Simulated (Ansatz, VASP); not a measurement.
# Two plane-wave programs on Ge

Contents of INCAR:

```
PREC = Accurate ; ENCUT = 520
EDIFF = 1E-8 ; ISMEAR = -1
SIGMA = 0.05 ; LREAL = F
LASPH = T ; NELM = 80
ALGO = Normal ; ISIF = 2
LWAVE = F ; LCHARG = F
GGA = PS ; LEFG = T
NBANDS = 13
```

The input KPOINTS:

```
Automatic mesh
0
Gamma
  13 13 13
```

The input POSCAR:

```
Ge
1.0
    2.7120740320      0.0000000000      0.0000000000
    0.0000000000      2.7120740320      0.0000000000
    0.0000000000      0.0000000000      2.7120740320
Ge
1
Direct
    0.0000000000      0.0000000000      0.0000000000
```

Input for Ansatz:

```yaml
crystal:
  lattice:
    - [2.712074032, 0.0, 0.0]
    - [0.0, 2.712074032, 0.0]
    - [0.0, 0.0, 2.712074032]
  atoms:
    - { symbol: Ge, position: [0.0, 0.0, 0.0] }
kpoints:
  mp_grid: { grid: [13, 13, 13] }
  band_path:
    path:
      - [0.0, 0.0, 0.0]
      - [0.0, 0.5, 0.0]
      - [0.5, 0.5, 0.0]
      - [0.0, 0.0, 0.0]
      - [0.5, 0.5, 0.5]
      - [0.0, 0.5, 0.0]
      - [0.5, 0.5, 0.5]
      - [0.5, 0.5, 0.0]
    npoints: 5
scf:
  occupations: { method: fermi_dirac, width: 0.05 }
hamiltonian:
  xc: pbesol
  pseudopotentials: { kind: paw }
output:
  forces: true
  stress: true
  eigenvalues: true
  efg: { contact_densities: true }
  write_density: true
  write_potential: true
  elf: true
  volumetric_format: npy
```

Alike in both runs: task electric field gradients; functional PBEsol; k mesh 13 × 13 × 13; occupations fermi-dirac, width 0.05 eV; no spin polarisation.

|  | VASP | Ansatz |
| --- | --- | --- |
| version | VASP 6.6.1 | Ansatz 0.2.0 |
| potentials or method | VASP PAW PBE potentials, release 64 (Ge_d) | PAW with Ansatz's default frozen-core files, scalar-relativistic |
| plane-wave cutoff (eV) | 520 | 420 |
| valence electrons in the cell | 14 | 14 |

|  | VASP | Ansatz | Ansatz less VASP |
| --- | --- | --- | --- |
| pressure (GPa) | -3.4 | -3.4 | -0.03 |

VASP's potentials were made for PBE, not for PBEsol. The functional is the same, so the differences come from potentials, cutoffs and numerics.
